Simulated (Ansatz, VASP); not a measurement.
## Two plane-wave programs on CdSe

File INCAR:

```
ALGO = Normal
EDIFF = 1E-6
ENCUT = 520
GGA = PE
ISIF = 2
ISMEAR = 0
LASPH = T
LCHARG = T
LELF = T
LREAL = F
LVHAR = T
LWAVE = F
NBANDS = 16
NELM = 80
PREC = Accurate
SIGMA = 0.05
```

Contents of KPOINTS:

```
k-points
0
Gamma
  10 10 10
```

Contents of POSCAR:

```
CdSe
1.0
    0.0000000000      2.9629072121      2.9629072121
    2.9629072121      0.0000000000      2.9629072121
    2.8850815160      2.8850815160      0.0778256961
Cd Se
1 1
Direct
    0.0000000000      0.0000000000      0.0000000000
    0.7500000000      0.7500000000      0.7500000000
```

Input for Ansatz:

```yaml
crystal:
  lattice:
    - [0.0, 2.9629072121, 2.9629072121]
    - [2.9629072121, 0.0, 2.9629072121]
    - [2.885081516, 2.885081516, 0.0778256961]
  atoms:
    - { symbol: Cd, position: [0.0, 0.0, 0.0] }
    - { symbol: Se, position: [0.75, 0.75, 0.75] }
basis:
  ecutwfc: 420
kpoints:
  mp_grid: { grid: [10, 10, 10] }
hamiltonian:
  xc: pbe
scf:
  occupations: { method: gaussian, width: 0.05 }
output:
  forces: true
  stress: true
  eigenvalues: true
```

Alike in both runs: task single point; functional PBE; k mesh 10 × 10 × 10; occupations gaussian, width 0.05 eV; no spin polarisation.

|  | VASP | Ansatz |
| --- | --- | --- |
| version | VASP 6.6.1 | Ansatz 0.2.0 |
| potentials or method | VASP PAW PBE potentials, release 64 (Cd, Se), cutoff 520 eV | scalar-relativistic, plane waves, PAW |
| valence electrons in the cell | 18 | 36 |

|  | VASP | Ansatz | Ansatz less VASP |
| --- | --- | --- | --- |
| gap on the k mesh at the Fermi level (eV) | 0.77 | 0.76 | -0.005 |
| least direct gap on the mesh (eV) | 0.77 | 0.76 | -0.005 |
| pressure (GPa) | 12.5 | 11.9 | -0.57 |
| traceless stress, the component that is largest in VASP (GPa) | 2.15 | 2.10 | -0.050 |
| rms of the force components (eV/Å) | 0.366 | 0.354 | -0.0115 |

Atom by atom the forces differ by 0.011 eV/Å (rms over components). The functional is the same, so the differences come from potentials, cutoffs and numerics. VASP's potentials hold 18 valence electrons a cell and Ansatz's 36, so a difference there can come from the potentials and not from the codes.
